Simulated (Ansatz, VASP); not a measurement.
## Two plane-wave programs on SnO2

INCAR

```
SYSTEM = SnO2
PREC = Accurate ; ENCUT = 520
EDIFF = 1E-6 ; ISMEAR = 0
SIGMA = 0.05 ; LREAL = .False.
LASPH = .True. ; NELM = 100
ALGO = Normal ; ISIF = 2
LWAVE = .False. ; LCHARG = .True.
GGA = PE ; IVDW = 12
LELF = .True. ; LVHAR = .True.
NBANDS = 35
```

Contents of KPOINTS:

```
Automatic mesh
0
Gamma
  12 12 4
  0 0 0
```

File POSCAR:

```
SnO2
1.0
    3.0611721455      0.0000000000      0.0000000000
   -1.5305860727      2.6510528433      0.0000000000
    0.0000000000      0.0000000000     10.4609435727
Sn O
2 4
Direct
    0.0000000000      0.0000000000      0.5000000000
    0.0000000000      0.0000000000      0.0000000000
    0.6666666667      0.3333333333      0.4017901367
    0.6666666667      0.3333333333      0.0982098633
    0.3333333333      0.6666666667      0.5982098633
    0.3333333333      0.6666666667      0.9017901367
```

Input for Ansatz:

```yaml
crystal:
  lattice:
    - [3.0611721455, 0.0, 0.0]
    - [-1.5305860727, 2.6510528433, 0.0]
    - [0.0, 0.0, 10.4609435727]
  atoms:
    - { symbol: Sn, position: [0.0, 0.0, 0.5] }
    - { symbol: Sn, position: [0.0, 0.0, 0.0] }
    - { symbol: O, position: [0.6666666667, 0.3333333333, 0.4017901367] }
    - { symbol: O, position: [0.6666666667, 0.3333333333, 0.0982098633] }
    - { symbol: O, position: [0.3333333333, 0.6666666667, 0.5982098633] }
    - { symbol: O, position: [0.3333333333, 0.6666666667, 0.9017901367] }
basis:
  ecutwfc: 520.0
kpoints:
  mp_grid: { grid: [12, 12, 4] }
hamiltonian:
  xc: pbe
  dispersion: d3bj
scf:
  occupations: { method: gaussian, width: 0.05 }
output:
  forces: true
  stress: true
  eigenvalues: true
```

Alike in both runs: task single point; functional PBE; dispersion D3(BJ); k mesh 12 × 12 × 4; occupations gaussian, width 0.05 eV; no spin polarisation.

```csv
,VASP,Ansatz
version,VASP 6.6.1,Ansatz 0.2.0
potentials or method,"VASP PAW PBE potentials, release 64 (Sn_d, O), cutoff 520 eV","scalar-relativistic, plane waves, PAW"
valence electrons in the cell,52,52
```

|  | VASP | Ansatz | Ansatz less VASP |
| --- | --- | --- | --- |
| gap on the k mesh at the Fermi level (eV) | 3.05 | 3.08 | +0.027 |
| least direct gap on the mesh (eV) | 3.57 | 3.59 | +0.020 |
| pressure (GPa) | 19.1 | 18.3 | -0.77 |
| traceless stress, the component that is largest in VASP (GPa) | -11.60 | -11.19 | +0.414 |
| rms of the force components (eV/Å) | 0.498 | 0.463 | -0.0351 |

Atom by atom the forces differ by 0.035 eV/Å (rms over components).
